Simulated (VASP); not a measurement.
The system is BeAsI5.

```
Be As I
1.0
     5.48347    0.00000    0.00000
     0.00000    5.48347    0.00000
     0.00000    0.00000    9.55431
Be As I
1 1 5
Direct
  0.00000 0.00000 0.50000
  0.50000 0.50000 0.00000
  0.00000 0.00000 0.00000
  0.50000 0.00000 0.70479
  0.00000 0.50000 0.70479
  0.50000 0.00000 0.29521
  0.00000 0.50000 0.29521
```

| Item | Value |
| --- | --- |
| Program | VASP 6.6.1 |
| Task | relaxation of cell and atoms |
| Functional | PBEsol |
| Potentials or basis | VASP PAW PBE potentials, release 64 (Be, As, I) |
| Cutoff | 600 eV |
| k mesh | 4 × 4 × 2 |
| Occupations | fermi-dirac, width 0.03 eV |
| Spin | no spin polarisation |

At the start: pressure -6.0 GPa; volume 41.04 Å³/atom.

Where does the relaxation end?

Over 13 steps the energy falls by 368.4 meV/atom and the volume is 28.31 Å³/atom (-31.0 %); space group P4/mmm (No. 123, to 0.1 Å) before and after.

The path:
```csv
step,energy change (eV),largest force (eV/Å),pressure (GPa),volume (Å³)
1,0.0000,0.1941,-5.97,287.28
2,-1.9858,0.1078,-3.96,228.23
3,-2.4000,0.0708,-0.79,202.72
4,-2.4115,0.0676,0.26,197.15
5,-2.4119,0.0684,-0.06,198.74
6,-2.4665,0.0426,-0.04,198.03
7,-2.5264,0.2874,0.29,196.61
8,-2.5494,0.2693,-0.05,198.41
9,-2.5557,0.2271,-0.50,200.94
10,-2.5574,0.2390,-0.38,200.14
11,-2.5758,0.0880,-0.19,199.06
12,-2.5790,0.0023,-0.04,198.38
13,-2.5791,0.0003,-0.01,198.15
```

Final structure:
```
CELL_PARAMETERS angstrom
5.02511 0.00000 0.00000
0.00000 5.02511 0.00000
0.00000 0.00000 7.84698
ATOMIC_POSITIONS crystal
Be 0.00000 0.00000 0.50000
As 0.50000 0.50000 0.00000
I 0.00000 0.00000 0.00000
I 0.50000 0.00000 0.71182
I 0.00000 0.50000 0.71182
I 0.50000 0.00000 0.28818
I 0.00000 0.50000 0.28818
```

Caveat: the volume moved by over 15 % at a fixed basis, so the end points are rough; the PAW data sets were made with another functional, which shifts forces and pressure a little.
